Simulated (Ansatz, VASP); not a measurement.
**Ba2SeO: VASP beside Ansatz**

Contents of INCAR:

```
PREC = Accurate ; ENCUT = 520
EDIFF = 1E-6 ; ISMEAR = 0
SIGMA = 0.01 ; LREAL = False
LASPH = True ; NELM = 80
ALGO = Normal ; ISIF = 2
LWAVE = False ; LCHARG = False
GGA = PE ; NBANDS = 24
```

Contents of KPOINTS:

```
regular mesh
0
Gamma
  6 6 4
```

File POSCAR:

```
Ba2SeO
1.0
    4.4998780737      0.0000000000      0.0000000000
    0.0000000000      4.4998780737      0.0000000000
    0.0000000000      0.0000000000      6.3757162247
O Ba Se
1 2 1
Direct
    0.0000000000      0.0000000000      0.0000000000
    0.0000000000      0.0000000000      0.5000000000
    0.5000000000      0.5000000000      0.0000000000
    0.5000000000      0.5000000000      0.5000000000
```

Input for Ansatz:

```yaml
crystal:
  lattice:
    - [4.4998780737, 0.0, 0.0]
    - [0.0, 4.4998780737, 0.0]
    - [0.0, 0.0, 6.3757162247]
  atoms:
    - { symbol: O, position: [0.0, 0.0, 0.0] }
    - { symbol: Ba, position: [0.0, 0.0, 0.5] }
    - { symbol: Se, position: [0.5, 0.5, 0.5] }
    - { symbol: Ba, position: [0.5, 0.5, 0.0] }
kpoints:
  mp_grid: { grid: [6, 6, 4] }
hamiltonian:
  xc: pbe
scf:
  occupations: { method: fixed }
  n_extra_bands: 5
output:
  forces: true
  stress: true
  eigenvalues: true
```

Alike in both runs: task single point; functional PBE; k mesh 6 × 6 × 4; no spin polarisation.

```csv
,VASP,Ansatz
version,VASP 6.6.1,Ansatz 0.2.0
potentials or method,"VASP PAW PBE potentials, release 64 (O, Ba_sv, Se)","plane waves, PAW"
plane-wave cutoff (eV),520,420
occupations,"gaussian, width 0.01 eV",fixed
valence electrons in the cell,32,42
```

Ansatz gave:

| Property | Result |
| --- | --- |
| gap on the k mesh at the Fermi level (eV) | 1.51 |
| pressure (GPa) | -2.2 |

Task: What did VASP give for the same quantities?

Result: gap on the k mesh at the Fermi level (eV): 1.45; pressure (GPa): -1.7.

VASP's potentials hold 32 valence electrons a cell and Ansatz's 42, so a difference there can come from the potentials and not from the codes.

Spin-orbit coupling is off throughout.
